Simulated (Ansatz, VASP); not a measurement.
# AlPt in VASP and in Ansatz

```
Al Pt
1.0
     3.00350    0.00000    0.00000
     0.00000    3.00350    0.00000
     0.00000    0.00000    3.00350
Al Pt
1 1
Cartesian
  0.0000 0.0000 0.0000
  1.5017 1.5017 1.5017
```

Alike in both runs: task single point; functional r2SCAN; k mesh 14 × 14 × 14; occupations gaussian, width 0.1 eV; no spin polarisation.

```csv
,VASP,Ansatz
version,VASP 6.6.1,Ansatz 0.2.0
potentials or method,"VASP PAW PBE potentials, release 64 (Al, Pt), cutoff 520 eV","scalar-relativistic, plane waves, PAW"
valence electrons in the cell,13,21
```

|  | VASP | Ansatz | Ansatz less VASP |
| --- | --- | --- | --- |
| gap on the k mesh at the Fermi level (eV) | none | none | - |
| pressure (GPa) | 14.5 | 14.5 | +0.05 |

VASP's potentials were made for PBE, not for r2SCAN. A gap of «none» marks a metal or a gap that the smearing closes. With one functional, cell and mesh, what is left measures potentials, basis and numerics. VASP's potentials hold 13 valence electrons a cell and Ansatz's 21, so a difference there can come from the potentials and not from the codes.

Neither program's run includes spin-orbit coupling.
